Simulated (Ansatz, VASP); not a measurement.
## FeSi in VASP and in Ansatz

```
Fe Si
1.0
     4.44799    0.00000    0.00000
     0.00000    4.44799    0.00000
     0.00000    0.00000    4.44799
Fe Si
4 4
Direct
  0.13600 0.13600 0.13600
  0.36400 0.86400 0.63600
  0.63600 0.36400 0.86400
  0.86400 0.63600 0.36400
  0.84072 0.84072 0.84072
  0.65928 0.15928 0.34072
  0.34072 0.65928 0.15928
  0.15928 0.34072 0.65928
```

Alike in both runs: task relaxation of cell and atoms; functional PBE; k mesh 8 × 8 × 8; occupations gaussian, width 0.05 eV; no spin polarisation.

|  | VASP | Ansatz |
| --- | --- | --- |
| version | VASP 6.6.1 | Ansatz 0.2.0 |
| potentials or method | VASP PAW PBE potentials, release 64 (Fe, Si), cutoff 600 eV | scalar-relativistic, plane waves, PAW |
| valence electrons in the cell | 48 | 80 |

```csv
,VASP,Ansatz,Ansatz less VASP
"gap on the k mesh at the Fermi level, each at its own relaxed structure (eV)",0.16,0.17,+0.009
relaxed volume (Å³/atom),11.00,11.00,-0.002
relaxed length of the cell vector where the two differ most in proportion (Å),4.448,4.448,-0.0002
```

VASP's potentials hold 48 valence electrons a cell and Ansatz's 80, so a difference there can come from the potentials and not from the codes.
